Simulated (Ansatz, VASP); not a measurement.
**Two plane-wave programs on Al**

The input INCAR:

```
ALGO = Normal ; EDIFF = 1E-6
ENCUT = 520 ; GGA = PS
ISIF = 2 ; ISMEAR = 0
LASPH = T ; LCHARG = T
LELF = T ; LREAL = F
LVHAR = T ; LWAVE = F
NBANDS = 8 ; NELM = 100
PREC = Accurate ; SIGMA = 0.15
```

The input KPOINTS:

```
k-points
0
Gamma
  20 20 20
```

The input POSCAR:

```
Al
1.0
    0.0000000000      1.9227810000      2.1251790000
    1.9227810000      0.0000000000      2.1251790000
    1.9227810000      1.9227810000      0.0000000000
Al
1
Direct
    0.0000000000      0.0000000000      0.0000000000
```

Input for Ansatz:

```yaml
crystal:
  lattice:
    - [0.0, 1.922781, 2.125179]
    - [1.922781, 0.0, 2.125179]
    - [1.922781, 1.922781, 0.0]
  atoms:
    - { symbol: Al, position: [0.0, 0.0, 0.0] }
basis:
  ecutwfc: 420
kpoints:
  mp_grid: { grid: [20, 20, 20] }
hamiltonian:
  xc: pbesol
scf:
  occupations: { method: gaussian, width: 0.15 }
output:
  forces: true
  stress: true
  eigenvalues: true
```

Change from the starting cell: strain -0.050 along x and y, +0.050 along z, atoms carried along.

Alike in both runs: task single point; functional PBEsol; k mesh 20 × 20 × 20; occupations gaussian, width 0.15 eV; no spin polarisation.

```csv
,VASP,Ansatz
version,VASP 6.6.1,Ansatz 0.2.0
potentials or method,"VASP PAW PBE potentials, release 64 (Al), cutoff 520 eV","scalar-relativistic, plane waves, PAW"
valence electrons in the cell,3,3
```

```csv
,VASP,Ansatz,Ansatz less VASP
gap on the k mesh at the Fermi level (eV),none,none,-
pressure (GPa),3.5,3.4,-0.08
"traceless stress, the component that is largest in VASP (GPa)",-5.38,-5.35,+0.034
```

VASP's potentials were made for PBE, not for PBEsol. A gap of «none» marks a metal or a gap that the smearing closes.
